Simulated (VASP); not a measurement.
Wanted: the native input for a VASP 6.6.1 run.

```yaml
Task: single point
Functional: PBE
Potentials_or_basis: VASP PAW PBE potentials, release 64 (Sb, Te, O)
Cutoff: 520 eV
k_mesh: 4 × 4 × 4
Occupations: gaussian, width 0.1 eV
Spin: no spin polarisation
Dipole_correction: no
Further_INCAR_settings: ALGO = Normal; EDIFF = 1e-06; NBANDS = 22
```

The structure of Sb2TeO2 lies in POSCAR:

```
Sb2TeO2
1.0
    4.3558233600      0.0000000000      0.0000000000
    0.0000000000      4.3558233600      0.0000000000
    0.0000000000      0.0000000000      5.7586128200
Sb Te O
2 1 2
Direct
    0.5000000000      0.5000000000      0.7247068300
    0.5000000000      0.5000000000      0.2752931700
    0.0000000000      0.0000000000      0.0000000000
    0.5000000000      0.0000000000      0.5000000000
    0.0000000000      0.5000000000      0.5000000000
```

One way to write it, as run:

INCAR

```
  PREC = Accurate
  ENCUT = 520
  EDIFF = 1E-6
  ISMEAR = 0
  SIGMA = 0.1
  LREAL = False
  LASPH = True
  NELM = 60
  ALGO = Normal
  ISIF = 2
  LWAVE = False
  LCHARG = False
  GGA = PE
  NBANDS = 22
```

KPOINTS

```
Automatic mesh
0
Gamma
  4 4 4
```

Potentials or basis: VASP PAW PBE potentials, release 64 (Sb, Te, O).

Launch:

```bash
$ cat potpaw_PBE.64/Sb/POTCAR potpaw_PBE.64/Te/POTCAR potpaw_PBE.64/O/POTCAR > POTCAR
$ mpirun -np 1 vasp_std > vasp.out
```

Results of the run:

```yaml
Pressure: -6.7 GPa
Largest_force: 1.207 eV/Å
Band_gap_on_the_k_mesh: zero (band 14 reaches 5.50 eV, above the bottom of band 15 at 5.12 eV)
```

Caveat: the k points lie up to 0.36 Å⁻¹ apart; spin-orbit coupling is left out, which moves the levels of the heavy elements; forces of over 1 eV/Å act on the atoms, so gaps and moduli don't describe the material at rest.

Run time: 20 s on 1 thread of Intel(R) Xeon(R) Platinum 8559C (Emerald Rapids) (shared host), peak memory 0.23 GiB.
